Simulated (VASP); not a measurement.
# SnSe (Immm) in VASP: further runs, part 2 of 2

VASP 6.6.1. The steps go on from the part before.

## (4) Single point, PBEsol

INCAR

```
SYSTEM = SnSe
PREC = Accurate
ENCUT = 520
EDIFF = 1E-6
ISMEAR = -1
SIGMA = 0.02
LREAL = .FALSE.
LASPH = .TRUE.
NELM = 80
ALGO = Normal
ISIF = 2
LWAVE = .FALSE.
LCHARG = .FALSE.
GGA = PS
NBANDS = 17
```

KPOINTS

```
Automatic mesh
0
G
  6 6 6
  0 0 0
```

POSCAR

```
SnSe
1.0
    0.0752500000      3.0100000000      3.0100000000
    3.0100000000      0.0752500000      3.0100000000
    3.0852500000      3.0852500000      0.0000000000
Sn Se
1 1
Direct
    0.0000000000      0.0000000000      0.0000000000
    0.5000000000      0.5000000000      0.5000000000
```

Potentials or basis: VASP PAW PBE potentials, release 64 (Sn_d, Se).

Run with:

```sh
$ cat potpaw_PBE.64/Sn_d/POTCAR potpaw_PBE.64/Se/POTCAR > POTCAR
$ mpirun -np 1 vasp_std > vasp.out
```

OUTCAR:

```text
SYSTEM = SnSe
   PREC = Accurate
   ENCUT = 520
   EDIFF = 1E-6
   ISMEAR = -1
   LREAL = .FALSE.
   LASPH = .TRUE.
   NELM = 80
   ISIF = 2
   GGA = PS

 ion  position               nearest neighbor table
   1  0.000  0.000  0.000-   2 3.01   2 3.01   2 3.01   2 3.01   2 3.01   2 3.01
   2  0.500  0.500  0.500-   1 3.01   1 3.01   1 3.01   1 3.01   1 3.01   1 3.01

  LATTYP: Found a body centered orthorhombic cell.
 ALAT       =     4.1503632522
 B/A-ratio  =     1.0512820513
 C/A-ratio  =     1.4504754486

  Lattice vectors:

 A1 = (   3.0100000000,   0.0752500000,  -3.0100000000)
 A2 = (  -3.0100000000,  -0.0752500000,  -3.0100000000)
 A3 = (   0.0752500000,   3.0100000000,   3.0100000000)

Analysis of symmetry for initial positions (statically):
=====================================================================
 Subroutine PRICEL returns:
 Original cell was already a primitive cell.

 Routine SETGRP: Setting up the symmetry group for a
 body centered orthorhombic supercell.

 Subroutine GETGRP returns: Found  8 space group operations
[... 161 lines left out ...]

  energy without entropy =       -8.98521380  energy(sigma->0) =       -8.98521392

 E-fermi :   5.6651     XC(G=0):  -9.7855

 val. band max:        5.4561244488   @ k =  -0.0000  -0.0000   0.5000
 cond. band min:       5.8741067333   @ k =   0.5000   0.0000   0.0000
 fundamental gap:      0.4179822845
 Fermi energy:         5.6651155825

 k-point     1 :       0.0000    0.0000    0.0000
  band No.  band energies     occupation
      1     -16.0531      2.00000
      2     -16.0487      2.00000
      3     -16.0480      2.00000
      4     -16.0470      2.00000
      5     -16.0437      2.00000
      6      -8.4453      2.00000
[... 457 lines left out ...]
      4     -16.0336      2.00000
      5     -16.0310      2.00000
      6      -7.3158      2.00000
[... 9 lines left out ...]
     16      16.5482      0.00000
     17      16.9068      0.00000

 [... further k-points ...]

------------------------ aborting loop because EDIFF is reached ----------------------------------------

  FORCE on cell =-STRESS in cart. coord.  units (eV):
  Direction    XX          YY          ZZ          XY          YZ          ZX
  --------------------------------------------------------------------------------------
  -------------------------------------------------------------------------------------
  Total       -0.7613255     -0.7613255     -0.7777603     -0.3186771      0.0000000      0.0000000
  in kB      -22.3780892    -22.3780892    -22.8611678     -9.3670626      0.0000000      0.0000000
  external PRESSURE =     -22.5391154 kB  Pullay stress =       0.0000000 kB

 VOLUME and BASIS-vectors are now :
 -----------------------------------------------------------------------------
  energy-cutoff  :      520.00
  volume of cell :       54.51
      direct lattice vectors                 reciprocal lattice vectors
     0.075250000  3.010000000  3.010000000    -0.170372263  0.170372263  0.166112957
     3.010000000  0.075250000  3.010000000     0.170372263 -0.170372263  0.166112957
     3.085250000  3.085250000  0.000000000     0.162061421  0.162061421 -0.166112957

 POSITION                                       TOTAL-FORCE (eV/Angst)
 -----------------------------------------------------------------------------------
      0.00000      0.00000      0.00000        -0.000000      0.000000      0.000000
      3.08525      3.08525      3.01000         0.000000     -0.000000     -0.000000
 -----------------------------------------------------------------------------------
    total drift:                                0.000000     -0.000000     -0.000000

  FREE ENERGIE OF THE ION-ELECTRON SYSTEM (eV)
  ---------------------------------------------------
  free  energy   TOTEN  =        -8.9852140461 eV

  energy  without entropy=       -8.9852138005  energy(sigma->0) =       -8.98521392
```

OSZICAR:

```text
N       E                     dE             d eps       ncg     rms          rms(c)
DAV:   1     0.132729782555E+03    0.13273E+03   -0.96944E+03  1590   0.143E+03
DAV:   2     0.338560392974E+01   -0.12934E+03   -0.12504E+03  1733   0.338E+02
DAV:   3    -0.882832199887E+01   -0.12214E+02   -0.12113E+02  1888   0.929E+01
DAV:   4    -0.914282426412E+01   -0.31450E+00   -0.31426E+00  1901   0.158E+01
DAV:   5    -0.915213888596E+01   -0.93146E-02   -0.93142E-02  2263   0.262E+00    0.305E+00
DAV:   6    -0.898937981069E+01    0.16276E+00   -0.39950E-01  2274   0.412E+00    0.183E+00
DAV:   7    -0.898542076989E+01    0.39590E-02   -0.65860E-02  1938   0.127E+00    0.863E-01
DAV:   8    -0.898533806691E+01    0.82703E-04   -0.65558E-03  1915   0.674E-01    0.817E-02
DAV:   9    -0.898519485060E+01    0.14322E-03   -0.11317E-03  2281   0.248E-01    0.413E-02
DAV:  10    -0.898521267641E+01   -0.17826E-04   -0.10269E-04  1900   0.691E-02    0.741E-03
DAV:  11    -0.898521403865E+01   -0.13622E-05   -0.61511E-06  2152   0.179E-02    0.230E-03
DAV:  12    -0.898521404612E+01   -0.74697E-08   -0.22129E-07  1069   0.602E-03
   1 F= -.89852140E+01 E0= -.89852139E+01  d E =-.245621E-06
```

stdout:

```text
POSCAR found type information on POSCAR SnSe
 POSCAR found :  2 types and       2 ions
 scaLAPACK will be used
 -----------------------------------------------------------------------------
|                                                                             |
|                                                                             |
|     You enforced a specific xc type in the INCAR file but a different       |
|     I HOPE YOU KNOW WHAT YOU ARE DOING!                                     |
|                                                                             |
 -----------------------------------------------------------------------------

 LDA part: xc-table for (Slater+PW92), standard interpolation
 POSCAR, INCAR and KPOINTS ok, starting setup
 FFT: planning ... GRIDC
 FFT: planning ... GRID_SOFT
 FFT: planning ... GRID
 WAVECAR not read
 entering main loop
```

Run time: 16 s. Hardware: 1 thread of AMD EPYC 9R45 (Zen 5), shared host; peak memory 0.17 GiB.

Results:

```yaml
Free_energy: -8.9852 eV
Pressure: -2.3 GPa
Band_gap_on_the_k_mesh: 0.42 eV, indirect (least direct gap 0.66 eV)
```

Levels at points of the mesh, in eV from the valence-band top:
```csv
k point,band 7,band 8,band 9,band 10,band 11,band 12,band 13,band 14
"(0.00, 0.00, 0.00)",-5.14,-2.41,-2.21,-1.99,4.25,4.26,4.34,5.46
"(0.50, 0.00, 0.00)",-8.00,-2.09,-1.98,-0.24,0.42,1.00,1.17,8.14
"(0.50, 0.50, 0.00)",-6.07,-5.52,-3.91,-3.40,2.94,5.26,5.38,5.90
"(0.00, 0.00, 0.50)",-8.18,-1.95,-1.81,0.00,0.67,1.27,1.43,8.03
"(0.50, 0.00, 0.50)",-6.04,-5.52,-3.66,-3.66,2.91,5.16,5.31,5.97
```

Caveat: the PAW data sets were made with another functional, which shifts forces and pressure a little; spin-orbit coupling is left out, which moves the levels of the heavy elements. A k mesh can miss the band edges.

## (5) Overview

```tsv
cell	gap on the mesh (eV)	pressure (GPa)
a = 4.257, b = 4.257, c = 4.292 Å, angles 59.7, 59.7, 59.4°, 2 atoms	0.56	-2.3
a = 4.257, b = 4.257, c = 4.328 Å, angles 59.4, 59.4, 58.9°, 2 atoms	0.49	-2.3
a = 4.257, b = 4.257, c = 4.363 Å, angles 59.2, 59.2, 58.3°, 2 atoms	0.42	-2.3
```

Alike in all rows: task single point; level PBEsol; potentials or basis VASP PAW PBE potentials, release 64 (Sn_d, Se); no spin polarisation; k mesh 6 × 6 × 6; cutoff (eV) 520; smearing fermi-dirac 0.02 eV.

Caveats: the PAW data sets were made with another functional, which shifts forces and pressure a little; spin-orbit coupling is left out, which moves the levels of the heavy elements.

Absolute energies hang on the potentials; compare differences alone.
